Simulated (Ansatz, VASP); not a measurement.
**Te2Pt: VASP beside Ansatz**

```
CELL_PARAMETERS angstrom
3.49857 -2.01998 0.00125
3.49857 2.01998 0.00125
-0.00179 0.00000 5.17208
ATOMIC_POSITIONS crystal
Te 0.66666 0.66666 0.73919
Te 0.33334 0.33334 0.26081
Pt 0.00000 0.00000 0.00000
```

Alike in both runs: task relaxation of cell and atoms; functional PBEsol; k mesh 12 × 12 × 8; occupations gaussian, width 0.1 eV; no spin polarisation.

|  | VASP | Ansatz |
| --- | --- | --- |
| version | VASP 6.6.1 | Ansatz 0.2.0 |
| potentials or method | VASP PAW PBE potentials, release 64 (Te, Pt), cutoff 500 eV | scalar-relativistic, plane waves, PAW |
| valence electrons in the cell | 22 | 50 |

VASP gave:

| Property | Result |
| --- | --- |
| gap on the k mesh at the Fermi level, each at its own relaxed structure (eV) | none |
| relaxed volume (Å³/atom) | 24.23 |
| relaxed cell length with the largest relative difference (Å) | 5.133 |

**Question.** Estimate Ansatz's values.

**Answer.** gap on the k mesh at the Fermi level, each at its own relaxed structure (eV): none; relaxed volume (Å³/atom): 24.26; relaxed cell length with the largest relative difference (Å): 5.136.

VASP's potentials were made for PBE, not for PBEsol. A gap of «none» marks a metal or a gap that the smearing closes. VASP's potentials hold 22 valence electrons a cell and Ansatz's 50, so a difference there can come from the potentials and not from the codes. Ansatz's warnings: near symmetry operations not taken.

Spin-orbit coupling is off throughout.
